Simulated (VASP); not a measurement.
# Te2Mo in VASP: further runs

Te2Mo is run at these levels: PBE, r2SCAN; tasks: single point.

Everything below comes from runs of VASP 6.6.1. Logs are shortened: lines on timing, memory, paths and dates and some standing lists are left out, and cuts for length are marked.

## (1) The cell of the first run

The cell holds a slab with vacuum, 6 atoms: a = 3.560 Å, b = 3.560 Å, c = 24.811 Å, α = 90.00°, β = 90.00°, γ = 120.00°.

## (2) Single point, PBE

INCAR

```
SYSTEM = Te2Mo
PREC = Accurate
ENCUT = 520
EDIFF = 1E-7
ISMEAR = -1
SIGMA = 0.05
LREAL = .FALSE.
LASPH = .TRUE.
NELM = 80
ALGO = Normal
ISIF = 2
LWAVE = .FALSE.
LCHARG = .FALSE.
GGA = PE
NBANDS = 35
```

KPOINTS

```
Automatic mesh
0
G
  9 9 2
  0 0 0
```

POSCAR

```
Te2Mo
1.0
    3.5603917377      0.0000000000      0.0000000000
   -1.7801958688      3.0833896922      0.0000000000
    0.0000000000      0.0000000000     24.8112624000
Te Mo
4 2
Direct
    0.3333333333      0.6666666667      0.2236394800
    0.6666666667      0.3333333333      0.9206288600
    0.6666666667      0.3333333333      0.7763605200
    0.3333333333      0.6666666667      0.0793711400
    0.6666666667      0.3333333333      0.1515414900
    0.3333333333      0.6666666667      0.8484585100
```

Potentials or basis: VASP PAW PBE potentials, release 64 (Te, Mo_sv).

Command:

```
cat potpaw_PBE.64/Te/POTCAR potpaw_PBE.64/Mo_sv/POTCAR > POTCAR
mpirun -np 1 vasp_std > vasp.out
```

OUTCAR:

```text
SYSTEM = Te2Mo
   PREC = Accurate
   ENCUT = 520
   EDIFF = 1E-7
   ISMEAR = -1
   LREAL = .FALSE.
   LASPH = .TRUE.
   NELM = 80
   ISIF = 2
   GGA = PE

 ion  position               nearest neighbor table
   1  0.333  0.667  0.224-   5 2.72   5 2.72   5 2.72   4 3.58
   2  0.667  0.333  0.921-   6 2.73   6 2.73   6 2.73   3 3.58
   3  0.667  0.333  0.776-   6 2.72   6 2.72   6 2.72   2 3.58
   4  0.333  0.667  0.079-   5 2.73   5 2.73   5 2.73   1 3.58
   5  0.667  0.333  0.152-   1 2.72   1 2.72   1 2.72   4 2.73   4 2.73   4 2.73
   6  0.333  0.667  0.848-   3 2.72   3 2.72   3 2.72   2 2.73   2 2.73   2 2.73

  LATTYP: Found a hexagonal cell.
 ALAT       =     3.5603917377
 C/A-ratio  =     6.9686889050

  Lattice vectors:

 A1 = (   3.5603917377,   0.0000000000,   0.0000000000)
 A2 = (  -1.7801958688,   3.0833896922,   0.0000000000)
 A3 = (   0.0000000000,   0.0000000000,  24.8112624000)

Analysis of symmetry for initial positions (statically):
=====================================================================
 Subroutine PRICEL returns:
 Original cell was already a primitive cell.

 Routine SETGRP: Setting up the symmetry group for a
 hexagonal supercell.

 Subroutine GETGRP returns: Found 12 space group operations
 (whereof 12 operations were pure point group operations)
 out of a pool of 24 trial point group operations.

The static configuration has the point symmetry D_3d.

Analysis of symmetry for dynamics (positions and initial velocities):
=====================================================================
 Subroutine PRICEL returns:
 Original cell was already a primitive cell.

 Routine SETGRP: Setting up the symmetry group for a
 hexagonal supercell.

 Subroutine GETGRP returns: Found 12 space group operations
 (whereof 12 operations were pure point group operations)
 out of a pool of 24 trial point group operations.

The dynamic configuration has the point symmetry D_3d.

 Subroutine INISYM returns: Found 12 space group operations
 (whereof 12 operations are pure point group operations),
 and found     1 'primitive' translations

----------------------------------------------------------------------------------------

                                     Primitive cell

  volume of cell :     272.3799

  direct lattice vectors                    reciprocal lattice vectors
     3.560391738  0.000000000  0.000000000     0.280867970  0.162159198  0.000000000
    -1.780195869  3.083389692  0.000000000     0.000000000  0.324318396  0.000000000
     0.000000000  0.000000000 24.811262400     0.000000000  0.000000000  0.040304277

  length of vectors
     3.560391738  3.560391738 24.811262400     0.324318396  0.324318396  0.040304277

  position of ions in fractional coordinates (direct lattice)
     0.333333333  0.666666667  0.223639480
     0.666666667  0.333333333  0.920628860
     0.666666667  0.333333333  0.776360520
     0.333333333  0.666666667  0.079371140
     0.666666667  0.333333333  0.151541490
     0.333333333  0.666666667  0.848458510

  ion indices of the primitive-cell ions
   primitive index   ion index
                 1           1
                 2           2
                 3           3
                 4           4
                 5           5
                 6           6

----------------------------------------------------------------------------------------

 KPOINTS: Automatic mesh

Automatic generation of k-mesh.
 Grid dimensions read from file:
 generate k-points for:    9    9    2

 Generating k-lattice:

  Cartesian coordinates                     Fractional coordinates (reciprocal lattice)
     0.031207552  0.018017689  0.000000000     0.111111111  0.000000000  0.000000000
     0.000000000  0.036035377  0.000000000     0.000000000  0.111111111  0.000000000
     0.000000000  0.000000000  0.020152139     0.000000000  0.000000000  0.500000000

  Length of vectors
     0.036035377  0.036035377  0.020152139

  Shift w.r.t. Gamma in fractional coordinates (k-lattice)
     0.000000000  0.000000000  0.000000000

 Subroutine IBZKPT returns following result:
 ===========================================

 Found     24 irreducible k-points:

 Following reciprocal coordinates:
            Coordinates               Weight
  0.000000  0.000000  0.000000      1.000000
  0.111111  0.000000  0.000000      6.000000
  0.222222  0.000000  0.000000      6.000000
  0.333333 -0.000000  0.000000      6.000000
  0.444444  0.000000  0.000000      6.000000
  0.111111  0.111111  0.000000      6.000000
[... 16 lines left out ...]
  0.333333  0.222222  0.500000     12.000000
  0.333333  0.333333  0.500000      2.000000
   k-points           NKPTS =     24   k-points in BZ     NKDIM =     24   number of bands    NBANDS=     35
   number of dos      NEDOS =    301   number of ions     NIONS =      6
   total plane-waves  NPLWV = 150528
   dimension x,y,z NGX =    28 NGY =   28 NGZ =  192
   dimension x,y,z NGXF=    56 NGYF=   56 NGZF=  384
   ions per type =               4   2
   NGX,Y,Z   is equivalent  to a cutoff of  13.07, 13.07, 12.86 a.u.
   NGXF,Y,Z  is equivalent  to a cutoff of  26.15, 26.15, 25.73 a.u.
 SYSTEM =  Te2Mo
   PREC   = accura    normal or accurate (medium, high low for compatibility)
   ISTART =      0    job   : 0-new  1-cont  2-samecut
   ICHARG =      2    charge: 1-file 2-atom 10-const
   ISPIN  =      1    spin polarized calculation?
   LNONCOLLINEAR =      F non collinear calculations
   LSORBIT =      F    spin-orbit coupling
   LASPH  =      T    aspherical Exc in radial PAW
   ENCUT  =  520.0 eV  38.22 Ry    6.18 a.u.   6.62  6.62 46.13*2*pi/ulx,y,z
   NELM   =     80;   NELMIN=  2; NELMDL= -5     # of ELM steps
   EDIFF  = 0.1E-06   stopping-criterion for ELM
   LREAL  =      F    real-space projection
   EDIFFG = 0.1E-05   stopping-criterion for IOM
   NSW    =      0    number of steps for IOM
   IBRION =     -1    ionic relax: 0-MD 1-quasi-New 2-CG
   NFREE  =      0    steps in history (QN), initial steepest desc. (CG)
   ISIF   =      2    stress and relaxation
   ISYM   =      2    0-nonsym 1-usesym 2-fastsym
   POTIM  = 0.5000    time-step for ionic-motion
   TEBEG  =    0.0;   TEEND  =   0.0 temperature during run
   PSTRESS=    0.0 pullay stress
   NELECT =      52.0000    total number of electrons
   NUPDOWN=      -1.0000    fix difference up-down
   EMIN   =  10.00;   EMAX   =-10.00  energy-range for DOS
   EFERMI =   0.00;   METHOD = LEGACY
   ISMEAR =    -1;   SIGMA  =   0.05  broadening in eV -4-tet -1-fermi 0-gaus
   EFERMI_NEDOS =   21; number of points for ismear=-14 and -15
   IALGO  =     38    algorithm
   IMIX   =      4    mixing-type and parameters
     AMIX     =   0.40;   BMIX     =  1.00
     AMIX_MAG =   1.60;   BMIX_MAG =  1.00
  volume/ion in A,a.u.               =      45.40       306.35
  Fermi-wavevector in a.u.,A,eV,Ry     =   0.942651  1.781352 12.090013  0.888591
  Thomas-Fermi vector in A             =   2.070281
   LORBIT       =      0    0 simple, 1 ext, 2 COOP (PROOUT), +10 PAW based schemes
   GGA     = PE    functional components
   LHFCALC =     F    Hartree Fock is set to
   AEXX    =    0.0000 exact exchange contribution
   IVDW    =     0    specifies the selected vdW correction
   LEPSILON=     F    determine dielectric tensor
   LRPA    =     F    only Hartree local field effects (RPA)
 non-spin polarized calculation
  energy-cutoff  :      520.00
  volume of cell :      272.38
 maximum number of plane-waves:      7424
 NGX is ok and might be reduce to    28
   NGX = 13   NGY = 13   NGZ = 93

 number of electron      52.0000000 magnetization

 Free energy of the ion-electron system (eV)
  ---------------------------------------------------
  ext. energy  EPLUGINS =         0.00000000
  ---------------------------------------------------
  free energy    TOTEN  =       -36.05331806 eV

  energy without entropy =      -36.05331401  energy(sigma->0) =      -36.05331604

 E-fermi :   2.6941     XC(G=0):  -6.3229

 val. band max:        2.1887655619   @ k =   0.3333   0.3333   0.0000
 cond. band min:       3.2134904131   @ k =   0.3333   0.3333   0.0000
 fundamental gap:      1.0247248511
 Fermi energy:         2.6941285729

 k-point     1 :       0.0000    0.0000    0.0000
  band No.  band energies     occupation
      1     -58.4995      2.00000
      2     -58.4995      2.00000
      3     -32.6441      2.00000
      4     -32.6441      2.00000
      5     -32.5508      2.00000
      6     -32.5508      2.00000
[... 27 lines left out ...]
     34       5.5443      0.00000
     35       6.4378      0.00000

 k-point     2 :       0.1111    0.0000    0.0000
  band No.  band energies     occupation
      1     -58.4985      2.00000
      2     -58.4985      2.00000
      3     -32.6411      2.00000
      4     -32.6411      2.00000
      5     -32.5643      2.00000
      6     -32.5643      2.00000
[... 27 lines left out ...]
     34       5.3949      0.00000
     35       6.6794      0.00000

 k-point     3 :       0.2222    0.0000    0.0000
  band No.  band energies     occupation
      1     -58.4960      2.00000
      2     -58.4960      2.00000
      3     -32.6336      2.00000
      4     -32.6336      2.00000
      5     -32.5983      2.00000
      6     -32.5983      2.00000
[... 27 lines left out ...]
     34       5.6710      0.00000
     35       7.2068      0.00000
[... 723 lines left out ...]
 k-point    23 :       0.3333    0.2222    0.5000
  band No.  band energies     occupation
      1     -58.4906      2.00000
      2     -58.4906      2.00000
      3     -32.6483      2.00000
      4     -32.6483      2.00000
      5     -32.6169      2.00000
      6     -32.6169      2.00000
[... 27 lines left out ...]
     34       6.1189      0.00000
     35       6.9577      0.00000

 k-point    24 :       0.3333    0.3333    0.5000
  band No.  band energies     occupation
      1     -58.4901      2.00000
      2     -58.4901      2.00000
      3     -32.6381      2.00000
      4     -32.6381      2.00000
      5     -32.6223      2.00000
      6     -32.6223      2.00000
[... 27 lines left out ...]
     34       6.1487      0.00000
     35       6.9731      0.00000

------------------------ aborting loop because EDIFF is reached ----------------------------------------

  FORCE on cell =-STRESS in cart. coord.  units (eV):
  Direction    XX          YY          ZZ          XY          YZ          ZX
  --------------------------------------------------------------------------------------
  -------------------------------------------------------------------------------------
  Total        0.4096428      0.4096428      1.7229613      0.0000000      0.0000000     -0.0000000
  in kB        2.4095770      2.4095770     10.1347031      0.0000000      0.0000000     -0.0000000
  external PRESSURE =       4.9846190 kB  Pullay stress =       0.0000000 kB

 VOLUME and BASIS-vectors are now :
 -----------------------------------------------------------------------------
  energy-cutoff  :      520.00
  volume of cell :      272.38
      direct lattice vectors                 reciprocal lattice vectors
     3.560391738  0.000000000  0.000000000     0.280867970  0.162159198  0.000000000
    -1.780195869  3.083389692  0.000000000     0.000000000  0.324318396  0.000000000
     0.000000000  0.000000000 24.811262400     0.000000000  0.000000000  0.040304277

 POSITION                                       TOTAL-FORCE (eV/Angst)
 -----------------------------------------------------------------------------------
     -0.00000      2.05559      5.54878        -0.000000     -0.000000      0.242154
      1.78020      1.02780     22.84196        -0.000000      0.000000      0.231801
      1.78020      1.02780     19.26248        -0.000000      0.000000     -0.242154
     -0.00000      2.05559      1.96930        -0.000000     -0.000000     -0.231801
      1.78020      1.02780      3.75994        -0.000000     -0.000000     -0.003874
     -0.00000      2.05559     21.05133         0.000000      0.000000      0.003874
 -----------------------------------------------------------------------------------
    total drift:                                0.000000      0.000000      0.000000

  FREE ENERGIE OF THE ION-ELECTRON SYSTEM (eV)
  ---------------------------------------------------
  free  energy   TOTEN  =       -36.0533180591 eV

  energy  without entropy=      -36.0533140145  energy(sigma->0) =      -36.05331604
```

Wall time 9.5 min (1 thread of AMD EPYC 7R13, shared host); peak memory 0.46 GiB.

Results:

```yaml
Free_energy: -36.0533 eV
Largest_force: 0.242 eV/Å
Band_gap_on_the_k_mesh: 1.02 eV
```

Forces in eV/Å, atoms in the order of the input:
```
Te   0.000  0.000  0.242
Te   0.000  0.000  0.232
Te   0.000  0.000 -0.242
Te   0.000  0.000 -0.232
Mo   0.000  0.000 -0.004
Mo   0.000  0.000  0.004
```

Caveat: there is no dipole correction, which matters where the two faces differ; spin-orbit coupling is left out, which moves the levels of the heavy elements.

## (3) Single point, r2SCAN

POSCAR is that of step 2.

INCAR.step1

```
PREC = Accurate
ENCUT = 520
ISMEAR = -1
SIGMA = 0.05
LREAL = F
LASPH = T
NELM = 100
NBANDS = 35
GGA = PE
ALGO = Normal
EDIFF = 1E-4
LWAVE = T
LCHARG = F
```

INCAR.step2

```
PREC = Accurate
ENCUT = 520
EDIFF = 1E-7
ISMEAR = -1
SIGMA = 0.05
LREAL = F
LASPH = T
NELM = 100
ALGO = Normal
ISIF = 2
LWAVE = F
LCHARG = T
METAGGA = R2SCAN
LMIXTAU = T
LELF = T
LVHAR = T
NBANDS = 35
ISTART = 1
```

KPOINTS

```
regular mesh
0
Gamma
  9 9 2
```

Potentials or basis: VASP PAW PBE potentials, release 64 (Te, Mo_sv).

Command:

```
cat potpaw_PBE.64/Te/POTCAR potpaw_PBE.64/Mo_sv/POTCAR > POTCAR
cp INCAR.step1 INCAR
mpirun -np 1 vasp_std > vasp.out
cp INCAR.step2 INCAR
mpirun -np 1 vasp_std > vasp.out
```

It took 38 min on 1 thread of Oxide Virtual Turin-like, shared host; peak memory 0.49 GiB.

The run converged. Its results:

| Quantity | Value |
| --- | --- |
| Free energy | -155.6022 eV |
| Largest force | 0.049 eV/Å |
| Band gap on the k mesh | 1.10 eV |

Forces on the atoms (eV/Å):
```
Te   0.000  0.000  0.030
Te   0.000  0.000  0.049
Te   0.000  0.000 -0.030
Te   0.000  0.000 -0.049
Mo   0.000  0.000 -0.002
Mo   0.000  0.000  0.002
```

Levels at points of the mesh, in eV from the valence-band top:
```csv
k point,band 24,band 25,band 26,band 27,band 28,band 29
"(0.00, 0.00, 0.00)",-1.03,-0.54,-0.14,3.13,3.13,3.16
"(0.00, 0.00, 0.50)",-1.03,-0.54,-0.14,3.13,3.13,3.16
```

Caveat: there is no dipole correction, which matters where the two faces differ; the PAW data sets were made with another functional, which shifts forces and pressure a little; spin-orbit coupling is left out, which moves the levels of the heavy elements.
